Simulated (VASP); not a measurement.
# Ti: relaxation of cell and atoms with PBE

Ti:

```
CELL_PARAMETERS angstrom
0.00000 3.25551 -3.25551
3.25551 -3.25551 0.00000
-3.25551 -3.25551 -3.25551
ATOMIC_POSITIONS crystal
Ti 0.66667 0.33333 0.83333
Ti 0.33333 0.66667 0.66667
Ti 0.00000 0.00000 0.50000
Ti 0.66667 0.33333 0.33333
Ti 0.33333 0.66667 0.16667
Ti 0.00000 0.00000 0.00000
```

* Program: VASP 6.6.1
* Task: relaxation of cell and atoms
* Functional: PBE
* Potentials or basis: VASP PAW PBE potentials, release 64 (Ti_sv)
* Cutoff: 500 eV
* k mesh: 12 × 12 × 6
* Occupations: gaussian, width 0.1 eV
* Spin: no spin polarisation
* Dipole correction: no
* Further INCAR settings: ALGO = Normal; EDIFF = 1e-07; IBRION = 2; EDIFFG = -0.015; NSW = 80; ISIF = 3

```yaml
Relaxed_volume: 17.19 Å³/atom
Relaxed_cell: a = 4.600 Å, b = 4.600 Å, c = 5.629 Å, α = 90.00°, β = 90.00°, γ = 120.00°
Space_group_after_relaxing_to_0.05_Å: Im-3m (No. 229)
Energy_gained_by_relaxing: 0.1 meV/atom
Ionic_steps: 3
Pressure_after_relaxing: 0.0 GPa
Band_gap_on_the_k_mesh: zero (band 36 reaches 8.56 eV, above the bottom of band 37 at 7.68 eV)
```

Step by step:
```csv
step,energy change (eV),largest force (eV/Å),pressure (GPa),volume (Å³)
1,0.0000,0.0000,-0.37,103.51
2,-0.0003,0.0000,0.24,102.92
3,-0.0005,0.0000,0.01,103.14
```

Final structure:
```
Ti
1.0
     0.00000    3.25235   -3.25235
     3.25235   -3.25235    0.00000
    -3.25016   -3.25016   -3.25016
Ti
6
Direct
  0.66667 0.33333 0.83333
  0.33333 0.66667 0.66667
  0.00000 0.00000 0.50000
  0.66667 0.33333 0.33333
  0.33333 0.66667 0.16667
  0.00000 0.00000 0.00000
```

Levels at points of the mesh, in eV from the Fermi level:
```csv
k point,band 33,band 34,band 35,band 36,band 37,band 38,band 39,band 40
"(0.00, 0.00, 0.00)",-0.53,-0.53,-0.53,-0.52,-0.52,-0.52,-0.52,0.99
"(0.50, 0.00, 0.00)",-0.41,-0.41,0.06,0.06,0.20,0.20,0.47,0.47
"(0.00, 0.00, 0.50)",-0.62,-0.62,-0.62,-0.62,0.44,0.44,0.44,0.44
"(0.50, 0.00, 0.50)",-0.25,-0.25,-0.15,-0.15,-0.06,-0.06,0.03,0.03
```

Wall time 28 min on 1 thread of Intel(R) Xeon(R) Platinum 8259CL CPU @ 2.50GHz (Skylake/Cascade Lake) (shared host), peak memory 0.42 GiB.
